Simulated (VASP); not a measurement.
Set up this calculation in VASP 6.6.1, as the native input.

| Item | Value |
| --- | --- |
| Task | single point |
| Functional | PBE |
| Potentials or basis | VASP PAW PBE potentials, release 64 (Al, In_d, B, As) |
| Cutoff | 520 eV |
| k mesh | 6 × 6 × 8 |
| Occupations | gaussian, width 0.1 eV |
| Spin | no spin polarisation |
| Dipole correction | no |
| Further INCAR settings | ALGO = Normal; EDIFF = 1e-07; NBANDS = 29 |

The structure of AlIn2B2As lies in POSCAR:

```
AlIn2B2As
1.0
    4.2135462501     -3.7327393851      0.0320315742
    4.2135462501      3.7327393851      0.0320315742
   -1.9158808482      0.0000000000      3.7647649756
Al In B As
1 2 2 1
Direct
    0.9518472335      0.9518472335      0.7184615135
    0.4114382882      0.8903325811      0.4088241994
    0.8903325811      0.4114382882      0.4088241994
    0.7675608974      0.7675608974      0.1778297846
    0.9842906852      0.9842906852      0.2382309541
    0.5144513046      0.5144513046      0.7522892291
```

The cell was built from a structure type or drawn by symmetry, and may not be a known phase.

These files were run (other wordings do the same):

INCAR

```
SYSTEM = AlIn2B2As
PREC = Accurate
ENCUT = 520
EDIFF = 1E-7
ISMEAR = 0
SIGMA = 0.1
LREAL = .False.
LASPH = .True.
NELM = 100
ALGO = Normal
ISIF = 2
LWAVE = .False.
LCHARG = .False.
GGA = PE
NBANDS = 29
```

KPOINTS

```
regular mesh
0
Gamma
  6 6 8
  0 0 0
```

Potentials or basis: VASP PAW PBE potentials, release 64 (Al, In_d, B, As).

Launch:

```bash
$ cat potpaw_PBE.64/Al/POTCAR potpaw_PBE.64/In_d/POTCAR potpaw_PBE.64/B/POTCAR potpaw_PBE.64/As/POTCAR > POTCAR
$ mpirun -np 1 vasp_std > vasp.out
```

It gave:

- Pressure: 0.0 GPa
- Largest force: 0.040 eV/Å
- Band gap on the k mesh: zero (bands 20 and 21 overlap by 0.73 eV)

Caveat: semilocal functionals underestimate gaps, so a narrow gap can read as zero; spin-orbit coupling is left out, which moves the levels of the heavy elements.

It took 7.7 min on 1 thread of Intel Xeon 8259CL, with other jobs on the host, peak memory 0.44 GiB.
